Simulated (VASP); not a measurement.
The system is HfN.

```
Hf N
1.0
     3.18318    0.00000    0.00000
    -1.59159    2.75671    0.00000
     0.00000    0.00000    5.19757
Hf N
2 2
Direct
  0.00000 0.00000 0.00000
  0.00000 0.00000 0.50000
  0.33333 0.66667 0.25000
  0.66667 0.33333 0.75000
```

| Item | Value |
| --- | --- |
| Program | VASP 6.6.1 |
| Task | relaxation of cell and atoms |
| Functional | PBEsol |
| Potentials or basis | VASP PAW PBE potentials, release 64 (Hf_pv, N) |
| Cutoff | 600 eV |
| k mesh | 12 × 12 × 9 |
| Occupations | gaussian, width 0.1 eV |
| Spin | no spin polarisation |

At the start: pressure 13.5 GPa; volume 11.40 Å³/atom.

Question: How do energy, volume and symmetry change on relaxing?

Answer: Over 9 steps the energy falls by 112.0 meV/atom and the volume is 11.76 Å³/atom (+3.2 %); space group P6_3/mmc (No. 194, to 0.1 Å) before and after.

The path:
```csv
step,energy change (eV),largest force (eV/Å),pressure (GPa),volume (Å³)
1,0.0000,0.0000,13.54,45.61
2,-0.0382,0.0000,-21.99,51.97
3,-0.3713,0.0000,-7.86,48.77
4,-0.3722,0.0000,-7.07,48.63
5,-0.4266,0.0000,4.65,46.20
6,-0.4480,0.0000,0.30,47.01
7,-0.4480,0.0000,0.46,46.98
8,-0.4478,0.0000,-0.66,47.17
9,-0.4481,0.0000,0.00,47.06
```

Final structure:
```xyz
4
Lattice="3.1101 0.0000 0.0000 -1.5551 2.6935 0.0000 0.0000 0.0000 5.6177" Properties=species:S:1:pos:R:3 pbc="T T T"
Hf    0.0000    0.0000    5.6177
Hf   -1.5551    2.6935    2.8088
N     0.0000    1.7956    1.4044
N     1.5551    0.8978    4.2133
```

Caveat: the PAW data sets were made with another functional, which shifts forces and pressure a little.
